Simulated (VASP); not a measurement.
# W2S (P6/mmm) in VASP: further runs

W2S is run at these levels: PBE; tasks: single point.

Everything below comes from runs of VASP 6.6.1. Logs are shortened: lines on timing, memory, paths and dates and some standing lists are left out, and cuts for length are marked.

## Step 1: The cell of the first run

It takes space group P6/mmm (No. 191, hexagonal). The conventional cell has a = 3.761 Å, b = 3.761 Å, c = 4.061 Å, α = 90.00°, β = 90.00°, γ = 120.00°. W (site symmetry -6m2) has 3 W at 2.17 Å within 2.9 Å. S (site symmetry 6/mmm) has 12 W at 2.97 Å and 6 S at 3.76 Å within 3.9 Å.

## Step 2: Single point, PBE

Contents of INCAR:

```
SYSTEM = W2S
PREC = Accurate
ENCUT = 520
EDIFF = 1E-6
ISMEAR = 0
SIGMA = 0.1
LREAL = .FALSE.
LASPH = .TRUE.
NELM = 100
ALGO = Normal
ISIF = 2
LWAVE = .FALSE.
LCHARG = .FALSE.
GGA = PE
NBANDS = 24
```

Contents of KPOINTS:

```
Automatic mesh
0
G
  6 6 4
  0 0 0
```

Contents of POSCAR:

```
W2S
1.0
    3.7614517260      0.0000000000      0.0000000000
   -1.8807258630      3.2575127498      0.0000000000
    0.0000000000      0.0000000000      4.0613681427
W S
2 1
Direct
    0.3333333333      0.6666666667      0.5000000000
    0.6666666667      0.3333333333      0.5000000000
    0.0000000000      0.0000000000      0.0000000000
```

Potentials or basis: VASP PAW PBE potentials, release 64 (W_sv, S).

The run is started by

```
$ cat potpaw_PBE.64/W_sv/POTCAR potpaw_PBE.64/S/POTCAR > POTCAR
$ mpirun -np 1 vasp_std > vasp.out
```

OUTCAR:

```text
SYSTEM = W2S
   PREC = Accurate
   ENCUT = 520
   EDIFF = 1E-6
   ISMEAR = 0
   LREAL = .FALSE.
   LASPH = .TRUE.
   NELM = 100
   ISIF = 2
   GGA = PE

 ion  position               nearest neighbor table
   1  0.333  0.667  0.500-   2 2.17   2 2.17   2 2.17   3 2.97   3 2.97   3 2.97   3 2.97   3 2.97
                             3 2.97
   2  0.667  0.333  0.500-   1 2.17   1 2.17   1 2.17   3 2.97   3 2.97   3 2.97   3 2.97   3 2.97
                             3 2.97
   3  0.000  0.000  0.000-   1 2.97   2 2.97   1 2.97   2 2.97   1 2.97   1 2.97   2 2.97   2 2.97
                             2 2.97   2 2.97   1 2.97   1 2.97

  LATTYP: Found a hexagonal cell.
 ALAT       =     3.7614517260
 C/A-ratio  =     1.0797342193

  Lattice vectors:

 A1 = (   3.7614517260,   0.0000000000,   0.0000000000)
 A2 = (  -1.8807258630,   3.2575127498,   0.0000000000)
 A3 = (   0.0000000000,   0.0000000000,   4.0613681427)

Analysis of symmetry for initial positions (statically):
=====================================================================
 Subroutine PRICEL returns:
 Original cell was already a primitive cell.

 Routine SETGRP: Setting up the symmetry group for a
 hexagonal supercell.

 Subroutine GETGRP returns: Found 24 space group operations
 (whereof 24 operations were pure point group operations)
 out of a pool of 24 trial point group operations.

The static configuration has the point symmetry D_6h.

Analysis of symmetry for dynamics (positions and initial velocities):
=====================================================================
 Subroutine PRICEL returns:
 Original cell was already a primitive cell.

 Routine SETGRP: Setting up the symmetry group for a
 hexagonal supercell.

 Subroutine GETGRP returns: Found 24 space group operations
 (whereof 24 operations were pure point group operations)
 out of a pool of 24 trial point group operations.

The dynamic configuration has the point symmetry D_6h.

 Subroutine INISYM returns: Found 24 space group operations
 (whereof 24 operations are pure point group operations),
 and found     1 'primitive' translations

----------------------------------------------------------------------------------------

                                     Primitive cell

  volume of cell :      49.7639

  direct lattice vectors                    reciprocal lattice vectors
     3.761451726  0.000000000  0.000000000     0.265854801  0.153491341  0.000000000
    -1.880725863  3.257512750  0.000000000     0.000000000  0.306982682  0.000000000
     0.000000000  0.000000000  4.061368143     0.000000000  0.000000000  0.246222446

  length of vectors
     3.761451726  3.761451726  4.061368143     0.306982682  0.306982682  0.246222446

  position of ions in fractional coordinates (direct lattice)
     0.333333333  0.666666667  0.500000000
     0.666666667  0.333333333  0.500000000
     0.000000000  0.000000000  0.000000000

  ion indices of the primitive-cell ions
   primitive index   ion index
                 1           1
                 2           2
                 3           3

----------------------------------------------------------------------------------------

 KPOINTS: Automatic mesh

Automatic generation of k-mesh.
 Grid dimensions read from file:
 generate k-points for:    6    6    4

 Generating k-lattice:

  Cartesian coordinates                     Fractional coordinates (reciprocal lattice)
     0.044309133  0.025581890  0.000000000     0.166666667  0.000000000  0.000000000
     0.000000000  0.051163780  0.000000000     0.000000000  0.166666667  0.000000000
     0.000000000  0.000000000  0.061555612     0.000000000  0.000000000  0.250000000

  Length of vectors
     0.051163780  0.051163780  0.061555612

  Shift w.r.t. Gamma in fractional coordinates (k-lattice)
     0.000000000  0.000000000  0.000000000

 Subroutine IBZKPT returns following result:
 ===========================================

 Found     21 irreducible k-points:

 Following reciprocal coordinates:
            Coordinates               Weight
  0.000000  0.000000  0.000000      1.000000
  0.166667  0.000000  0.000000      6.000000
  0.333333 -0.000000  0.000000      6.000000
  0.500000 -0.000000  0.000000      3.000000
  0.166667  0.166667  0.000000      6.000000
  0.333333  0.166667  0.000000     12.000000
[... 13 lines left out ...]
  0.333333  0.166667  0.500000     12.000000
  0.333333  0.333333  0.500000      2.000000
   k-points           NKPTS =     21   k-points in BZ     NKDIM =     21   number of bands    NBANDS=     24
   number of dos      NEDOS =    301   number of ions     NIONS =      3
   total plane-waves  NPLWV =  23520
   dimension x,y,z NGX =    28 NGY =   28 NGZ =   30
   dimension x,y,z NGXF=    56 NGYF=   56 NGZF=   60
   ions per type =               2   1
   NGX,Y,Z   is equivalent  to a cutoff of  12.38, 12.38, 12.28 a.u.
   NGXF,Y,Z  is equivalent  to a cutoff of  24.75, 24.75, 24.56 a.u.
 SYSTEM =  W2S
   PREC   = accura    normal or accurate (medium, high low for compatibility)
   ISTART =      0    job   : 0-new  1-cont  2-samecut
   ICHARG =      2    charge: 1-file 2-atom 10-const
   ISPIN  =      1    spin polarized calculation?
   LNONCOLLINEAR =      F non collinear calculations
   LSORBIT =      F    spin-orbit coupling
   LASPH  =      T    aspherical Exc in radial PAW
   ENCUT  =  520.0 eV  38.22 Ry    6.18 a.u.   6.99  6.99  7.55*2*pi/ulx,y,z
   NELM   =    100;   NELMIN=  2; NELMDL= -5     # of ELM steps
   EDIFF  = 0.1E-05   stopping-criterion for ELM
   LREAL  =      F    real-space projection
   EDIFFG = 0.1E-04   stopping-criterion for IOM
   NSW    =      0    number of steps for IOM
   IBRION =     -1    ionic relax: 0-MD 1-quasi-New 2-CG
   NFREE  =      0    steps in history (QN), initial steepest desc. (CG)
   ISIF   =      2    stress and relaxation
   ISYM   =      2    0-nonsym 1-usesym 2-fastsym
   POTIM  = 0.5000    time-step for ionic-motion
   TEBEG  =    0.0;   TEEND  =   0.0 temperature during run
   PSTRESS=    0.0 pullay stress
   NELECT =      34.0000    total number of electrons
   NUPDOWN=      -1.0000    fix difference up-down
   EMIN   =  10.00;   EMAX   =-10.00  energy-range for DOS
   EFERMI =   0.00;   METHOD = LEGACY
   ISMEAR =     0;   SIGMA  =   0.10  broadening in eV -4-tet -1-fermi 0-gaus
   EFERMI_NEDOS =   21; number of points for ismear=-14 and -15
   IALGO  =     38    algorithm
   IMIX   =      4    mixing-type and parameters
     AMIX     =   0.40;   BMIX     =  1.00
     AMIX_MAG =   1.60;   BMIX_MAG =  1.00
  volume/ion in A,a.u.               =      16.59       111.94
  Fermi-wavevector in a.u.,A,eV,Ry     =   1.441882  2.724762 28.286847  2.079025
  Thomas-Fermi vector in A             =   2.560465
   LORBIT       =      0    0 simple, 1 ext, 2 COOP (PROOUT), +10 PAW based schemes
   GGA     = PE    functional components
   LHFCALC =     F    Hartree Fock is set to
   AEXX    =    0.0000 exact exchange contribution
   IVDW    =     0    specifies the selected vdW correction
   LEPSILON=     F    determine dielectric tensor
   LRPA    =     F    only Hartree local field effects (RPA)
 non-spin polarized calculation
 Gauss-broadening in eV      SIGMA  =   0.10
  energy-cutoff  :      520.00
  volume of cell :       49.76
 maximum number of plane-waves:      1353
 NGX is ok and might be reduce to    28

 number of electron      34.0000001 magnetization

 Free energy of the ion-electron system (eV)
  ---------------------------------------------------
  ext. energy  EPLUGINS =         0.00000000
  ---------------------------------------------------
  free energy    TOTEN  =       -22.32453545 eV

  energy without entropy =      -22.32181418  energy(sigma->0) =      -22.32317482

 E-fermi :   9.5497     XC(G=0): -12.2388

 val. band max:        9.4702465131   @ k =   0.3333  -0.0000   0.5000
 cond. band min:       9.6784157817   @ k =   0.5000  -0.0000   0.2500
 fundamental gap:      0.2081692686
 Fermi energy:         9.5497295075

 k-point     1 :       0.0000    0.0000    0.0000
  band No.  band energies     occupation
      1     -64.3966      2.00000
      2     -63.2293      2.00000
      3     -30.2694      2.00000
      4     -30.2694      2.00000
      5     -28.7615      2.00000
      6     -27.5665      2.00000
[... 16 lines left out ...]
     23      11.8993      0.00000
     24      16.0911      0.00000

 k-point     2 :       0.1667    0.0000    0.0000
  band No.  band energies     occupation
      1     -64.3315      2.00000
      2     -63.3025      2.00000
      3     -30.3522      2.00000
      4     -30.1005      2.00000
      5     -28.6945      2.00000
      6     -27.6412      2.00000
[... 16 lines left out ...]
     23      13.0048      0.00000
     24      16.7730      0.00000

 k-point     3 :       0.3333   -0.0000    0.0000
  band No.  band energies     occupation
      1     -64.1616      2.00000
      2     -63.4885      2.00000
      3     -30.5038      2.00000
      4     -29.7018      2.00000
      5     -28.5198      2.00000
      6     -27.8313      2.00000
[... 16 lines left out ...]
     23      14.3370      0.00000
     24      16.8788      0.00000

 k-point     4 :       0.5000   -0.0000    0.0000
  band No.  band energies     occupation
      1     -64.0233      2.00000
      2     -63.6349      2.00000
      3     -30.5739      2.00000
      4     -29.4481      2.00000
      5     -28.3776      2.00000
      6     -27.9811      2.00000
[... 16 lines left out ...]
     23      15.0643      0.00000
     24      18.3342      0.00000

 k-point     5 :       0.1667    0.1667    0.0000
  band No.  band energies     occupation
      1     -64.2118      2.00000
      2     -63.4344      2.00000
      3     -30.5009      2.00000
      4     -29.7578      2.00000
      5     -28.5714      2.00000
      6     -27.7759      2.00000
[... 370 lines left out ...]
 k-point    19 :       0.1667    0.1667    0.5000
  band No.  band energies     occupation
      1     -64.2116      2.00000
      2     -63.4342      2.00000
      3     -30.4994      2.00000
      4     -29.7565      2.00000
      5     -28.5878      2.00000
      6     -27.7851      2.00000
[... 16 lines left out ...]
     23      14.2938      0.00000
     24      15.7945      0.00000

 k-point    20 :       0.3333    0.1667    0.5000
  band No.  band energies     occupation
      1     -64.0232      2.00000
      2     -63.6347      2.00000
      3     -30.6472      2.00000
      4     -29.2467      2.00000
      5     -28.3922      2.00000
      6     -27.9917      2.00000
[... 16 lines left out ...]
     23      14.2882      0.00000
     24      15.4164      0.00000

 k-point    21 :       0.3333    0.3333    0.5000
  band No.  band energies     occupation
      1     -63.8310      2.00000
      2     -63.8310      2.00000
      3     -30.7425      2.00000
      4     -28.4781      2.00000
      5     -28.4781      2.00000
      6     -28.1937      2.00000
[... 16 lines left out ...]
     23      15.7762      0.00000
     24      16.2108      0.00000

------------------------ aborting loop because EDIFF is reached ----------------------------------------

  FORCE on cell =-STRESS in cart. coord.  units (eV):
  Direction    XX          YY          ZZ          XY          YZ          ZX
  --------------------------------------------------------------------------------------
  -------------------------------------------------------------------------------------
  Total       23.5610943     23.5610943      0.4816695      0.0000000      0.0000000      0.0000000
  in kB      758.5637149    758.5637149     15.5076417      0.0000000      0.0000000      0.0000000
  external PRESSURE =     510.8783572 kB  Pullay stress =       0.0000000 kB

 VOLUME and BASIS-vectors are now :
 -----------------------------------------------------------------------------
  energy-cutoff  :      520.00
  volume of cell :       49.76
      direct lattice vectors                 reciprocal lattice vectors
     3.761451726  0.000000000  0.000000000     0.265854801  0.153491341  0.000000000
    -1.880725863  3.257512750  0.000000000     0.000000000  0.306982682  0.000000000
     0.000000000  0.000000000  4.061368143     0.000000000  0.000000000  0.246222446

 POSITION                                       TOTAL-FORCE (eV/Angst)
 -----------------------------------------------------------------------------------
     -0.00000      2.17168      2.03068         0.000000     -0.000000     -0.000000
      1.88073      1.08584      2.03068        -0.000000     -0.000000      0.000000
      0.00000      0.00000      0.00000        -0.000000      0.000000     -0.000000
 -----------------------------------------------------------------------------------
    total drift:                               -0.000000      0.000000     -0.000000

  FREE ENERGIE OF THE ION-ELECTRON SYSTEM (eV)
  ---------------------------------------------------
  free  energy   TOTEN  =       -22.3245354524 eV

  energy  without entropy=      -22.3218141830  energy(sigma->0) =      -22.32317482
```

Wall time 27 s (1 thread of Intel Xeon Platinum 8259CL at 2.50GHz (Skylake/Cascade Lake), shared host); peak memory 0.17 GiB.

Results:

```yaml
Free_energy: -22.3245 eV
Pressure: 51.1 GPa
Band_gap_on_the_k_mesh: zero (band 17 reaches 10.66 eV, above the bottom of band 18 at 8.90 eV)
```

Levels at points of the mesh, in eV from the Fermi level:
| k point | band 13 | band 14 | band 15 | band 16 | band 17 | band 18 | band 19 | band 20 | band 21 | band 22 |
| --- | --- | --- | --- | --- | --- | --- | --- | --- | --- | --- |
| (0.00, 0.00, 0.00) | -3.49 | -2.44 | -2.44 | -1.41 | 1.11 | 1.11 | 1.14 | 1.14 | 2.30 | 2.35 |
| (0.50, 0.00, 0.00) | -4.20 | -3.60 | -2.34 | -1.61 | -0.68 | 0.74 | 1.60 | 2.07 | 4.04 | 5.36 |
| (0.00, 0.00, 0.50) | -3.02 | -3.02 | -2.49 | -1.05 | -1.05 | 1.22 | 1.22 | 2.98 | 3.53 | 3.89 |
| (0.50, 0.00, 0.50) | -3.48 | -2.67 | -2.18 | -1.41 | -0.33 | 0.43 | 1.82 | 3.16 | 4.18 | 4.93 |

Caveat: the k points lie up to 0.39 Å⁻¹ apart; spin-orbit coupling is left out, which moves the levels of the heavy elements.

## Step 3: Single point, PBE

This run uses another cell than the first one, of 16.71 Å³/atom, 1.007 times its volume.

Contents of INCAR:

```
ALGO = Normal
EDIFF = 1E-6
ENCUT = 520
GGA = PE
ISIF = 2
ISMEAR = 0
LASPH = T
LCHARG = F
LREAL = F
LWAVE = F
NBANDS = 24
NELM = 60
PREC = Accurate
SIGMA = 0.1
```

Contents of KPOINTS:

```
k-points
0
Gamma
  6 6 4
```

Contents of POSCAR:

```
W2S
1.0
    4.4585772929      0.0000000000      0.0000000000
   -2.2292886465      3.8612412004      0.0000000000
    0.0000000000      0.0000000000      2.9113281116
W S
2 1
Direct
    0.3333333333      0.6666666667      0.5000000000
    0.6666666667      0.3333333333      0.5000000000
    0.0000000000      0.0000000000      0.0000000000
```

Potentials or basis: VASP PAW PBE potentials, release 64 (W_sv, S).

The run is started by

```
$ cat potpaw_PBE.64/W_sv/POTCAR potpaw_PBE.64/S/POTCAR > POTCAR
$ mpirun -np 1 vasp_std > vasp.out
```

It took 25 s on 1 thread of Intel Xeon Platinum 8259CL at 2.50GHz (Skylake/Cascade Lake), shared host; peak memory 0.18 GiB.

The run converged. Its results:

```yaml
Free_energy: -26.3149 eV
Pressure: 0.4 GPa
Band_gap_on_the_k_mesh: zero (band 17 reaches 10.94 eV, above the bottom of band 18 at 9.24 eV)
```

Stress tensor (GPa, compression positive):
```
 0.68  0.00  0.00
 0.00  0.68  0.00
 0.00  0.00 -0.10
```

Levels at points of the mesh, in eV from the Fermi level:
```
           k point  band 14  band 15  band 16  band 17  band 18  band 19  band 20  band 21
(0.00, 0.00, 0.00)    -2.26    -1.09    -1.09    -0.32     0.37     0.37     2.87     2.87
(0.50, 0.00, 0.00)    -2.50    -2.04    -1.43    -0.13     1.01     1.77     2.29     2.49
(0.00, 0.00, 0.50)    -3.78    -1.32    -1.32    -0.08    -0.08    -0.05     1.47     3.22
(0.50, 0.00, 0.50)    -2.29    -2.17    -2.17     0.68     0.92     1.22     3.03     4.12
```

Caveat: the k points lie up to 0.54 Å⁻¹ apart; spin-orbit coupling is left out, which moves the levels of the heavy elements.

## Step 4: Single point, PBE

This run uses another cell than the first one, of the same volume but with other edges.

Contents of INCAR:

```
SYSTEM = W2S
PREC = Accurate ; ENCUT = 520
EDIFF = 1E-7 ; ISMEAR = 0
SIGMA = 0.1 ; LREAL = .FALSE.
LASPH = .TRUE. ; NELM = 100
ALGO = Normal ; ISIF = 2
LWAVE = .FALSE. ; LCHARG = .FALSE.
GGA = PE ; NBANDS = 24
```

Contents of KPOINTS:

```
regular mesh
0
G
  6 6 6
  0 0 0
```

Contents of POSCAR:

```
W2S
1.0
    4.4893673994      0.0000000000      0.0000000000
   -2.2446836997      3.8879062148      0.0000000000
    0.0000000000      0.0000000000      2.8544119994
W S
2 1
Direct
    0.3333333333      0.6666666667      0.5000000000
    0.6666666667      0.3333333333      0.5000000000
    0.0000000000      0.0000000000      0.0000000000
```

The run is started by

```
$ cat potpaw_PBE.64/W_sv/POTCAR potpaw_PBE.64/S/POTCAR > POTCAR
$ mpirun -np 1 vasp_std > vasp.out
```

It took 34 s on 1 thread of Intel Xeon Platinum 8259CL at 2.50GHz (Skylake/Cascade Lake), shared host; peak memory 0.19 GiB.

Results (log left out):

| Item | Value |
| --- | --- |
| Free energy | -26.5380 eV |
| Pressure | 0.4 GPa |
| Band gap on the k mesh | zero (band 17 reaches 10.98 eV, above the bottom of band 18 at 9.54 eV) |

Stress tensor (GPa, compression positive):
```
 0.60  0.00  0.00
 0.00  0.60  0.00
 0.00  0.00 -0.11
```

Levels at points of the mesh, in eV from the Fermi level:
| k point | band 15 | band 16 | band 17 | band 18 | band 19 | band 20 |
| --- | --- | --- | --- | --- | --- | --- |
| (0.00, 0.00, 0.00) | -1.22 | -1.22 | 0.06 | 0.57 | 0.57 | 2.97 |
| (0.50, 0.00, 0.00) | -2.11 | -1.06 | 0.11 | 0.88 | 1.58 | 2.42 |
| (0.00, 0.00, 0.50) | -1.32 | -1.32 | -0.14 | -0.13 | -0.13 | 1.56 |
| (0.50, 0.00, 0.50) | -2.29 | -2.15 | 0.60 | 0.68 | 1.03 | 2.92 |

Caveat: the k points lie up to 0.37 Å⁻¹ apart; spin-orbit coupling is left out, which moves the levels of the heavy elements.

## Step 5: The runs side by side

```csv
cell,k mesh,gap on the mesh (eV),pressure (GPa)
"a = 3.761, b = 3.761, c = 4.061 Å, angles 90.0, 90.0, 120.0°, 3 atoms",6 × 6 × 4,none,51.1
"a = 4.459, b = 4.459, c = 2.911 Å, angles 90.0, 90.0, 120.0°, 3 atoms",6 × 6 × 4,none,0.4
"a = 4.489, b = 4.489, c = 2.854 Å, angles 90.0, 90.0, 120.0°, 3 atoms",6 × 6 × 6,none,0.4
```

Alike in all rows: task single point; level PBE; potentials or basis VASP PAW PBE potentials, release 64 (W_sv, S); no spin polarisation; cutoff (eV) 520; smearing gaussian 0.1 eV.

Caveats: all runs use coarse meshes; spin-orbit coupling is left out, which moves the levels of the heavy elements.

Absolute energies hang on the potentials; compare differences alone.
